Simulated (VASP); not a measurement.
A run of VASP 6.6.1 is set up as follows.

File POSCAR:

```
CuI
1.0
    3.7331680000     -3.7110860000      0.0000000000
    3.7331680000      3.7110860000      0.0000000000
    0.0000000000      0.0000000000      4.3069980000
Cu I
2 2
Direct
    0.4204390000      0.5795610000      0.7500000000
    0.5795610000      0.4204390000      0.2500000000
    0.7700430000      0.2299570000      0.7500000000
    0.2299570000      0.7700430000      0.2500000000
```

Contents of INCAR.step1:

```
PREC = Accurate
ENCUT = 520
ISMEAR = 0
SIGMA = 0.05
LREAL = F
LASPH = T
NELM = 60
NBANDS = 26
GGA = PE
ALGO = Normal
EDIFF = 1E-4
LWAVE = T
LCHARG = F
```

File INCAR.step2:

```
PREC = Accurate
ENCUT = 520
EDIFF = 1E-6
ISMEAR = 0
SIGMA = 0.05
LREAL = F
LASPH = T
NELM = 60
ALGO = Normal
ISIF = 2
LWAVE = F
LCHARG = T
METAGGA = R2SCAN
LMIXTAU = T
LELF = T
LVHAR = T
NBANDS = 26
ISTART = 1
```

File KPOINTS:

```
regular mesh
0
Gamma
  4 4 6
```

Potentials or basis: VASP PAW PBE potentials, release 64 (Cu, I).

Launch:

```console
$ cat potpaw_PBE.64/Cu/POTCAR potpaw_PBE.64/I/POTCAR > POTCAR
$ cp INCAR.step1 INCAR
$ mpirun -np 1 vasp_std > vasp.out
$ cp INCAR.step2 INCAR
$ mpirun -np 1 vasp_std > vasp.out
```

(1) Predict the band gap on the k mesh.

(2) Estimate the pressure.

## Answers

(1) 1.41 eV.

(2) 0.1 GPa.

Caveat: the PAW data sets were made with another functional, which shifts forces and pressure a little; spin-orbit coupling is left out, which moves the levels of the heavy elements.
